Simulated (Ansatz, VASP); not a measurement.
# Two plane-wave programs on Ge2Sb

```
Ge Sb
1.0
     0.00000    3.42109    3.42109
     3.42109    0.00000    3.42109
     3.42109    3.42109    0.00000
Ge Sb
2 1
Direct
  0.25000 0.25000 0.25000
  0.75000 0.75000 0.75000
  0.00000 0.00000 0.00000
```

Alike in both runs: functional PBE; k mesh 12 × 12 × 12; occupations gaussian, width 0.1 eV; no spin polarisation.

Ansatz relaxed the structure, and its values are those at the end. VASP's run is a single point on that final structure, the one shown.

|  | VASP | Ansatz |
| --- | --- | --- |
| version | VASP 6.6.1 | Ansatz 0.2.0 |
| potentials or method | VASP PAW PBE potentials, release 64 (Ge_d, Sb), cutoff 520 eV | scalar-relativistic, plane waves, PAW |
| valence electrons in the cell | 33 | 43 |

```tsv
	VASP	Ansatz	Ansatz less VASP
gap on the k mesh at the Fermi level (eV)	none	none	-
pressure (GPa)	0.0	0.0	+0.01
```

A gap of «none» marks a metal or a gap that the smearing closes. The functional is the same, so the differences come from potentials, cutoffs and numerics. VASP's potentials hold 33 valence electrons a cell and Ansatz's 43, so a difference there can come from the potentials and not from the codes.

Spin-orbit coupling is off throughout.
